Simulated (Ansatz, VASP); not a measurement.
## AlAs: VASP beside Ansatz

```
Al As
1.0
     0.00000    2.83040    2.90116
     2.83040    0.00000    2.90116
     2.83040    2.83040    0.00000
Al As
1 1
Direct
  0.00000 0.00000 0.00000
  0.75000 0.75000 0.75000
```

Change from the starting cell: strain +0.000 along x and y, +0.025 along z, atoms carried along.

Alike in both runs: task single point; functional PBE; k mesh 8 × 8 × 8; occupations gaussian, width 0.05 eV; no spin polarisation.

|  | VASP | Ansatz |
| --- | --- | --- |
| version | VASP 6.6.1 | Ansatz 0.2.0 |
| potentials or method | VASP PAW PBE potentials, release 64 (Al, As), cutoff 500 eV | scalar-relativistic, plane waves, PAW |
| valence electrons in the cell | 8 | 18 |

|  | VASP | Ansatz | Ansatz less VASP |
| --- | --- | --- | --- |
| gap on the k mesh at the Fermi level (eV) | 1.40 | 1.41 | +0.010 |
| least direct gap on the mesh (eV) | 1.82 | 1.81 | -0.006 |
| pressure (GPa) | 0.9 | 0.7 | -0.16 |
| traceless stress, the component that is largest in VASP (GPa) | -0.95 | -0.95 | -0.002 |

VASP's potentials hold 8 valence electrons a cell and Ansatz's 18, so a difference there can come from the potentials and not from the codes.
